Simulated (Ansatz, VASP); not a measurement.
**One calculation of MoSe, two programs**

INCAR

```
SYSTEM = MoSe
ALGO = Normal
EDIFF = 1E-6
ENCUT = 520
GGA = PE
ISIF = 2
ISMEAR = 0
ISPIN = 2
LASPH = .TRUE.
LCHARG = .FALSE.
LDAU = .TRUE.
LDAUJ = 0 0
LDAUL = 2 -1
LDAUPRINT = 1
LDAUTYPE = 2
LDAUU = 4.38 0
LMAXMIX = 4
LORBIT = 11
LREAL = .FALSE.
LWAVE = .FALSE.
MAGMOM = 2 0
NBANDS = 21
NELM = 150
PREC = Accurate
SIGMA = 0.1
```

File KPOINTS:

```
k-points
0
G
  12 12 12
  0 0 0
```

File POSCAR:

```
MoSe
1.0
    3.3601034263      0.0000000000      0.0000000000
    0.0000000000      3.3601034263      0.0000000000
    0.0000000000      0.0000000000      3.3601034263
Mo Se
1 1
Direct
    0.0000000000      0.0000000000      0.0000000000
    0.5000000000      0.5000000000      0.5000000000
```

Input for Ansatz:

```yaml
crystal:
  lattice:
    - [3.3601034263, 0.0, 0.0]
    - [0.0, 3.3601034263, 0.0]
    - [0.0, 0.0, 3.3601034263]
  atoms:
    - { symbol: Mo, position: [0.0, 0.0, 0.0], spin: 2.0 }
    - { symbol: Se, position: [0.5, 0.5, 0.5] }
basis:
  ecutwfc: 420
kpoints:
  mp_grid: { grid: [12, 12, 12] }
hamiltonian:
  xc: pbe
  hubbard: { sites: [{ species: Mo, l: d, u_eff: 4.38 }] }
scf:
  occupations: { method: gaussian, width: 0.1 }
output:
  forces: true
  stress: true
  eigenvalues: true
  populations: true
magnetization:
  spin_polarized: true
```

Alike in both runs: task single point; functional PBE; k mesh 12 × 12 × 12; occupations gaussian, width 0.1 eV; collinear spin; Hubbard terms Mo d U = 4.38 eV.

```csv
,VASP,Ansatz
version,VASP 6.6.1,Ansatz 0.2.0
potentials or method,"VASP PAW PBE potentials, release 64 (Mo_sv, Se), cutoff 520 eV","scalar-relativistic, plane waves, PAW"
valence electrons in the cell,20,30
```

|  | VASP | Ansatz | Ansatz less VASP |
| --- | --- | --- | --- |
| gap on the k mesh at the Fermi level (eV) | none | none | - |
| pressure (GPa) | -8.2 | 14.7 | +22.84 |
| net moment per atom (μB) | 1.05 | 2.00 | +0.943 |
| size of the moment on the site where the two differ most (μB) | 2.16 | 3.48 | +1.319 |

The net moments are unlike, so the other rows may belong to different states. Site moments also hang on the region over which each program counts them. The programs project onto different local orbitals, so the same U acts differently, and such runs can settle in different states. A gap of «none» marks a metal or a gap that the smearing closes. VASP's potentials hold 20 valence electrons a cell and Ansatz's 30, so a difference there can come from the potentials and not from the codes. Ansatz's warnings: filled band counts differ across k points.
